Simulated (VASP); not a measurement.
# Zn (P6_3/mmc) in VASP: notebook, part 2 of 2

VASP 6.6.1. The steps go on from the part before.

## Step 3: Single point, PBE+D3(BJ)

This run uses another cell than the first one, of 15.21 Å³/atom, 1.067 times its volume.

INCAR

```
PREC = Accurate
ENCUT = 500
EDIFF = 1E-6
ISMEAR = 0
SIGMA = 0.1
LREAL = False
LASPH = True
NELM = 120
ALGO = Normal
ISIF = 2
LWAVE = False
LCHARG = True
GGA = PE
IVDW = 12
LELF = True
LVHAR = True
NBANDS = 19
GGA_COMPAT = False
```

KPOINTS

```
Automatic mesh
0
Gamma
  6 6 4
```

POSCAR

```
Zn
1.0
    2.6647980532      0.0000000000      0.0000000000
   -1.3323990266      2.3077828100      0.0000000000
    0.0000000000      0.0000000000      4.9467000000
Zn
2
Direct
    0.3333333333      0.6666666667      0.2500000000
    0.6666666667      0.3333333333      0.7500000000
```

Potentials or basis: VASP PAW PBE potentials, release 64 (Zn).

On the command line:

```bash
> cat potpaw_PBE.64/Zn/POTCAR > POTCAR
> mpirun -np 1 vasp_std > vasp.out
```

OUTCAR:

```text
PREC = Accurate
   ENCUT = 500
   EDIFF = 1E-6
   ISMEAR = 0
   LREAL = False
   LASPH = True
   NELM = 120
   ISIF = 2
   GGA = PE
   IVDW = 12
 IVDW          = 12

 ion  position               nearest neighbor table
   1  0.333  0.667  0.250-   2 2.91   2 2.91   2 2.91   2 2.91   2 2.91   2 2.91
   2  0.667  0.333  0.750-   1 2.91   1 2.91   1 2.91   1 2.91   1 2.91   1 2.91

  LATTYP: Found a hexagonal cell.
 ALAT       =     2.6647980532
 C/A-ratio  =     1.8563132745

  Lattice vectors:

 A1 = (   2.6647980532,   0.0000000000,   0.0000000000)
 A2 = (  -1.3323990266,   2.3077828100,   0.0000000000)
 A3 = (   0.0000000000,   0.0000000000,   4.9467000000)

Analysis of symmetry for initial positions (statically):
=====================================================================
 Subroutine PRICEL returns:
 Original cell was already a primitive cell.

 Routine SETGRP: Setting up the symmetry group for a
 hexagonal supercell.

 Subroutine GETGRP returns: Found 24 space group operations
 (whereof 12 operations were pure point group operations)
 out of a pool of 24 trial point group operations.

The static configuration has the point symmetry D_3d.
 The point group associated with its full space group is D_6h.

[... 156 lines left out ...]
  energy without entropy =       -2.15636223  energy(sigma->0) =       -2.15852374

 E-fermi :   3.3884     XC(G=0): -11.5477

 val. band max:        3.2581473997   @ k =   0.3333   0.3333   0.0000
 cond. band min:       3.3945863204   @ k =   0.0000   0.0000   0.2500
 fundamental gap:      0.1364389207
 Fermi energy:         3.3884220353

 k-point     1 :       0.0000    0.0000    0.0000
  band No.  band energies     occupation
      1      -7.2863      2.00000
      2      -5.4794      2.00000
      3      -4.7789      2.00000
      4      -4.5542      2.00000
      5      -4.5542      2.00000
      6      -4.5043      2.00000
[... 439 lines left out ...]
      6      -4.5257      2.00000
[... 11 lines left out ...]
     18      15.1322      0.00000
     19      17.7478      0.00000

------------------------ aborting loop because EDIFF is reached ----------------------------------------

 Edisp (eV)   -0.80438

 E8    (eV) :    -0.3383

  FORCE on cell =-STRESS in cart. coord.  units (eV):
  Direction    XX          YY          ZZ          XY          YZ          ZX
  --------------------------------------------------------------------------------------
  -------------------------------------------------------------------------------------
  Total      -0.70058    -0.70058    -0.26254     0.00000     0.00000     0.00000
  in kB     -36.89731   -36.89731   -13.82693     0.00000     0.00000     0.00000
  external pressure =      -29.21 kB  Pullay stress =        0.00 kB

 VOLUME and BASIS-vectors are now :
 -----------------------------------------------------------------------------
  energy-cutoff  :      500.00
  volume of cell :       30.42
      direct lattice vectors                 reciprocal lattice vectors
     2.664798053  0.000000000  0.000000000     0.375262958  0.216658170  0.000000000
    -1.332399027  2.307782810  0.000000000     0.000000000  0.433316340  0.000000000
     0.000000000  0.000000000  4.946700000     0.000000000  0.000000000  0.202154972

 POSITION                                       TOTAL-FORCE (eV/Angst)
 -----------------------------------------------------------------------------------
     -0.00000      1.53852      1.23667        -0.000000      0.000000      0.000000
      1.33240      0.76926      3.71002         0.000000     -0.000000      0.000000
 -----------------------------------------------------------------------------------
    total drift:                               -0.000000      0.000000      0.000000

  FREE ENERGIE OF THE ION-ELECTRON SYSTEM (eV)
  ---------------------------------------------------
  free  energy   TOTEN  =        -2.9650680220 eV

  energy  without entropy=       -2.9607450159  energy(sigma->0) =       -2.96290652
```

OSZICAR:

```text
N       E                     dE             d eps       ncg     rms          rms(c)
DAV:   1     0.106731936085E+03    0.10673E+03   -0.11968E+04   838   0.195E+03
DAV:   2     0.238660939902E+01   -0.10435E+03   -0.10135E+03   807   0.283E+02
DAV:   3    -0.233459613936E+01   -0.47212E+01   -0.46962E+01   908   0.668E+01
DAV:   4    -0.236229081620E+01   -0.27695E-01   -0.27689E-01   879   0.522E+00
DAV:   5    -0.236232636794E+01   -0.35552E-04   -0.35551E-04   888   0.170E-01    0.401E+00
DAV:   6    -0.217373306594E+01    0.18859E+00   -0.75270E-01   885   0.181E+01    0.302E+00
DAV:   7    -0.216490721625E+01    0.88258E-02   -0.25605E-02   995   0.269E+00    0.156E+00
DAV:   8    -0.216067380048E+01    0.42334E-02   -0.16653E-03  1086   0.602E-01    0.453E-02
DAV:   9    -0.216068233385E+01   -0.85334E-05   -0.20936E-04  1067   0.185E-01    0.336E-02
DAV:  10    -0.216068543795E+01   -0.31041E-05   -0.20328E-05   864   0.511E-02    0.287E-03
DAV:  11    -0.216068524010E+01    0.19784E-06   -0.98384E-08   529   0.460E-03
   1 F= -.29650680E+01 E0= -.29629065E+01  d E =-.432301E-02
```

Wall time 16 s (1 thread of Intel Xeon 8259CL, shared host); peak memory 0.15 GiB.

Results:

```yaml
Free_energy: -2.9651 eV
Pressure: -2.9 GPa
Band_gap_on_the_k_mesh: zero (band 12 reaches 4.06 eV, above the bottom of band 13 at 0.08 eV)
Dispersion_energy_per_atom: -0.402 eV
```

Stress tensor (GPa, compression positive):
```
-3.69  0.00  0.00
 0.00 -3.69  0.00
 0.00  0.00 -1.38
```

Levels at points of the mesh, in eV from the Fermi level:
| k point | band 9 | band 10 | band 11 | band 12 | band 13 | band 14 | band 15 | band 16 |
| --- | --- | --- | --- | --- | --- | --- | --- | --- |
| (0.00, 0.00, 0.00) | -7.56 | -7.35 | -7.35 | -3.90 | -3.31 | 13.35 | 16.98 | 17.15 |
| (0.50, 0.00, 0.00) | -7.18 | -7.16 | -3.11 | -2.44 | 2.35 | 3.27 | 3.81 | 5.43 |
| (0.00, 0.00, 0.50) | -7.44 | -7.44 | -7.44 | -7.44 | 4.32 | 4.32 | 18.44 | 18.44 |
| (0.50, 0.00, 0.50) | -7.17 | -7.17 | -2.14 | -2.14 | -0.15 | -0.15 | 9.86 | 9.86 |

Caveat: the k points lie up to 0.45 Å⁻¹ apart; pairwise dispersion overbinds metals, which lowers pressure and volume.

## Step 4: Relaxation of cell and atoms, PBE+D3(BJ)

This run uses another cell than the first one, of 15.21 Å³/atom, 1.067 times its volume.

INCAR

```
SYSTEM = Zn
ALGO = Normal ; EDIFF = 1E-7
EDIFFG = -0.005 ; ENCUT = 600
GGA = PE ; IBRION = 2
ISIF = 3 ; ISMEAR = 0
IVDW = 12 ; LASPH = .True.
LCHARG = .False. ; LREAL = .False.
LWAVE = .False. ; NELM = 80
NSW = 100 ; PREC = Accurate
SIGMA = 0.1
```

KPOINTS

```
k-points
0
Gamma
  18 18 8
  0 0 0
```

POSCAR is that of step 3.

On the command line:

```bash
> cat potpaw_PBE.64/Zn/POTCAR > POTCAR
> mpirun -np 1 vasp_std > vasp.out
```

It took 16 min on 1 thread of AMD EPYC 9R45, shared host; peak memory 0.22 GiB.

Results (log left out):

| Property | Result |
| --- | --- |
| Free energy | -3.0460 eV |
| Relaxed volume | 14.31 Å³/atom |
| Relaxed cell | a = 2.623 Å, b = 2.623 Å, c = 4.806 Å, α = 90.00°, β = 90.00°, γ = 120.00° |
| Space group after relaxing (to 0.05 Å) | P6_3/mmc (No. 194) |
| Energy gained by relaxing | 13.1 meV/atom |
| Ionic steps | 11 |
| Pressure after relaxing | 0.0 GPa |
| Band gap on the k mesh | zero (band 12 reaches 5.15 eV, above the bottom of band 13 at 0.72 eV) |
| Dispersion energy per atom | -0.428 eV |

Step by step:
```
step  energy change (eV)  largest force (eV/Å)  pressure (GPa)  volume (Å³)
   1              0.0000                0.0000           -4.46        30.42
   2             -0.0253                0.0000            0.41        28.59
   3             -0.0255                0.0000           -0.02        28.73
   4             -0.0255                0.0000           -0.12        28.76
   5             -0.0256                0.0000           -0.15        28.75
   6             -0.0260                0.0000           -0.12        28.69
   7             -0.0260                0.0000           -0.05        28.58
   8             -0.0261                0.0000           -0.08        28.65
   9             -0.0261                0.0000           -0.07        28.62
  10             -0.0261                0.0000           -0.07        28.63
  11             -0.0261                0.0000           -0.03        28.63
```

Final structure:
```
Zn
1.0
     2.62261    0.00000    0.00000
    -1.31131    2.27125    0.00000
     0.00000    0.00000    4.80589
Zn
2
Cartesian
  0.0000 1.5142 1.2015
  1.3113 0.7571 3.6044
```

Levels at points of the mesh, in eV from the Fermi level:
```
           k point  band 10  band 11  band 12  band 13  band 14  band 15
(0.00, 0.00, 0.00)    -7.34    -7.34    -4.03    -2.98    14.50    17.82
(0.50, 0.00, 0.00)    -7.13    -3.22    -2.41     2.73     3.46     4.40
(0.00, 0.00, 0.50)    -7.44    -7.44    -7.44     4.90     4.90    19.22
(0.50, 0.00, 0.50)    -7.14    -2.22    -2.22     0.07     0.07    10.59
```

Caveat: pairwise dispersion overbinds metals, which lowers pressure and volume.

## Step 5: Summary

```csv
task,cell,k mesh,cutoff (eV),gap on the mesh (eV),pressure (GPa)
single point,"a = 2.618, b = 2.618, c = 4.804 Å, angles 90.0, 90.0, 120.0°, 2 atoms",18 × 18 × 8,520,none,0.4
single point,"a = 2.665, b = 2.665, c = 4.947 Å, angles 90.0, 90.0, 120.0°, 2 atoms",6 × 6 × 4,500,none,-2.9
relaxation of cell and atoms,"relaxed from a = 2.665, b = 2.665, c = 4.947 Å, angles 90.0, 90.0, 120.0°, 2 atoms",18 × 18 × 8,600,none,0.0
```

Alike in all rows: level PBE+D3(BJ); potentials or basis VASP PAW PBE potentials, release 64 (Zn); no spin polarisation; smearing gaussian 0.1 eV.

Caveats: some runs use coarse meshes; pairwise dispersion overbinds metals, which lowers pressure and volume.

Total energies depend on the potentials used, so only differences within one code and one set of settings carry meaning.
